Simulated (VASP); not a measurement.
Crystal: Rh.

```
Rh
1.0
     2.45806    0.00000    0.00000
     0.00000    2.45806    0.00000
     0.00000    0.00000    2.45806
Rh
1
Direct
  0.00000 0.00000 0.00000
```

```yaml
Program: VASP 6.6.1
Task: relaxation of cell and atoms
Functional: RPBE
Potentials_or_basis: VASP PAW PBE potentials, release 64 (Rh_pv)
Cutoff: 600 eV
k_mesh: 13 × 13 × 13
Occupations: fermi-dirac, width 0.1 eV
Spin: no spin polarisation
```

At the start: pressure 26.4 GPa; volume 14.85 Å³/atom.

Question: Where does the relaxation end?

Answer: Over 17 steps the energy falls by 134.8 meV/atom and the volume is 16.69 Å³/atom (+12.4 %); space group Pm-3m (No. 221, to 0.05 Å).

Step by step:
```csv
step,energy change (eV),largest force (eV/Å),pressure (GPa),volume (Å³)
1,0.0000,0.0000,26.41,14.85
2,0.1878,0.0000,-20.21,20.76
3,-0.1342,0.0000,-1.32,16.84
4,-0.1348,0.0000,-0.25,16.73
5,-0.1348,0.0000,0.13,16.69
6,-0.1348,0.0000,0.13,16.69
7,-0.1348,0.0000,0.12,16.69
8,-0.1348,0.0000,0.12,16.69
9,-0.1348,0.0000,0.12,16.69
10,-0.1348,0.0000,0.12,16.69
11,-0.1348,0.0000,0.12,16.69
12,-0.1348,0.0000,0.12,16.69
13,-0.1348,0.0000,0.12,16.69
14,-0.1348,0.0000,0.12,16.69
15,-0.1348,0.0000,0.12,16.69
16,-0.1348,0.0000,0.11,16.69
17,-0.1348,0.0000,0.09,16.69
```

Final structure:
```yaml
crystal:
  lattice:
    - [2.55557, 0.00000, 0.00000]
    - [0.00000, 2.55557, 0.00000]
    - [0.00000, 0.00000, 2.55557]
  atoms:
    - { symbol: Rh, position: [0.00000, 0.00000, 0.00000] }
```

Caveat: the PAW data sets were made with another functional, which shifts forces and pressure a little.
